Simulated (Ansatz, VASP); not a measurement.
# One calculation of KMnF3, two programs

INCAR

```
ALGO = Normal
EDIFF = 1E-6
ENCUT = 520
ISIF = 2
ISMEAR = 0
ISPIN = 2
LASPH = T
LCHARG = F
LDAU = T
LDAUJ = 0 0 0
LDAUL = -1 2 -1
LDAUPRINT = 1
LDAUTYPE = 2
LDAUU = 0 6 0
LMAXMIX = 4
LORBIT = 11
LREAL = F
LWAVE = F
MAGMOM = 0 5 0 0 0
NBANDS = 34
NELM = 150
PREC = Accurate
SIGMA = 0.05
```

Contents of KPOINTS:

```
k-points
0
Gamma
  5 5 5
```

POSCAR

```
KMnF3
1.0
    4.1868998500      0.0000000000      0.0000000000
    0.0000000000      4.1868998500      0.0000000000
    0.0000000000      0.0000000000      4.1868998500
K Mn F
1 1 3
Direct
    0.5000000000      0.5000000000      0.5000000000
    0.0000000000      0.0000000000      0.0000000000
    0.5000000000      0.0000000000      0.0000000000
    0.0000000000      0.5000000000      0.0000000000
    0.0000000000      0.0000000000      0.5000000000
```

Input for Ansatz:

```yaml
crystal:
  lattice:
    - [4.18689985, 0.0, 0.0]
    - [0.0, 4.18689985, 0.0]
    - [0.0, 0.0, 4.18689985]
  atoms:
    - { symbol: K, position: [0.5, 0.5, 0.5] }
    - { symbol: Mn, position: [0.0, 0.0, 0.0], spin: 5.0 }
    - { symbol: F, position: [0.5, 0.0, 0.0] }
    - { symbol: F, position: [0.0, 0.5, 0.0] }
    - { symbol: F, position: [0.0, 0.0, 0.5] }
basis:
  ecutwfc: 420
  ecutrho_ratio: 4
kpoints:
  mp_grid: { grid: [5, 5, 5] }
hamiltonian:
  xc: lda
  hubbard: { sites: [{ site: 1, l: d, u_eff: 6.0 }] }
scf:
  occupations: { method: gaussian, width: 0.05 }
  lower_state_search: "off"
  max_iter: 150
output:
  forces: true
  stress: true
  eigenvalues: true
  populations: true
  hubbard: { sites: [{ site: 1, l: d }] }
magnetization:
  spin_polarized: true
```

Alike in both runs: task single point; functional LDA; k mesh 5 × 5 × 5; occupations gaussian, width 0.05 eV; collinear spin; Hubbard terms Mn d U = 6.0 eV.

```csv
,VASP,Ansatz
version,VASP 6.6.1,Ansatz 0.2.0
potentials or method,"VASP PAW LDA potentials, release 64 (K_sv, Mn_pv, F), cutoff 520 eV","scalar-relativistic, plane waves, PAW"
valence electrons in the cell,43,45
```

VASP gave:

```
gap on the k mesh at the Fermi level (eV)                     : 3.02
least direct gap on the mesh (eV)                             : 5.56
pressure (GPa)                                                : -3.6
net moment per atom (μB)                                      : 1.00
size of the moment on the site where the two differ most (μB) : 4.69
```

Task: Which values does Ansatz return?

Result: gap on the k mesh at the Fermi level (eV): 3.12; least direct gap on the mesh (eV): 5.80; pressure (GPa): -2.6; net moment per atom (μB): 1.00; size of the moment on the site where the two differ most (μB): 4.22.

LDA's correlation is that of Perdew and Zunger in VASP and of Perdew and Wang (1992) in Ansatz. Site moments also hang on the region over which each program counts them. The programs project onto different local orbitals, so the same U acts differently, and such runs can settle in different states. VASP's potentials hold 43 valence electrons a cell and Ansatz's 45, so a difference there can come from the potentials and not from the codes.
